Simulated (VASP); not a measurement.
Runs of VASP 6.6.1 on Co. The structure is that of space group Pm-3m (No. 221), or close to it. The cells are those of the table. 

```csv
potentials or basis,cell,cutoff (eV),second run,gap on the mesh (eV),pressure (GPa),moment (μB)
"VASP PAW LDA potentials, release 64 (Co_sv)","a = 2.217 Å, 1 atom",600,valence_matched,none,7.1,1.43
"VASP PAW LDA potentials, release 64 (Co)","a = 2.217 Å, 1 atom",520,-,none,(a),1.42
"VASP PAW LDA potentials, release 64 (Co_sv)","a = 2.255 Å, 1 atom",600,valence_matched,none,-3.8,(b)
"VASP PAW LDA potentials, release 64 (Co)","a = 2.136 Å, 1 atom",520,-,none,42.5,1.21
```

Alike in all rows: task single point; level LDA; spin collinear, ferromagnetic start; k mesh 17 × 17 × 17; smearing fermi-dirac 0.05 eV.

**Question.** Fill in the values left out.

**Answer.** (a) 9.5; (b) 1.48.

A gap of «none» marks levels without a gap at the run's occupations.

The runs don't all hold the same shells in valence.
